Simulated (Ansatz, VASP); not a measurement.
## ZrC in VASP and in Ansatz

```
Zr C
1.0
     0.00000    2.38035    2.38035
     2.38035    0.00000    2.38035
     2.38035    2.38035    0.00000
Zr C
1 1
Direct
  0.50000 0.50000 0.50000
  0.00000 0.00000 0.00000
```

Alike in both runs: task single point; functional PBEsol; k mesh 16 × 16 × 16; occupations gaussian, width 0.1 eV; no spin polarisation.

|  | VASP | Ansatz |
| --- | --- | --- |
| version | VASP 6.6.1 | Ansatz 0.2.0 |
| potentials or method | VASP PAW PBE potentials, release 64 (Zr_sv, C), cutoff 520 eV | scalar-relativistic, plane waves, PAW |
| valence electrons in the cell | 16 | 16 |

```tsv
	VASP	Ansatz	Ansatz less VASP
gap on the k mesh at the Fermi level (eV)	none	none	-
pressure (GPa)	-11.9	-12.3	-0.31
```

VASP's potentials were made for PBE, not for PBEsol. A gap of «none» marks a metal or a gap that the smearing closes. The functional is the same, so the differences come from potentials, cutoffs and numerics.
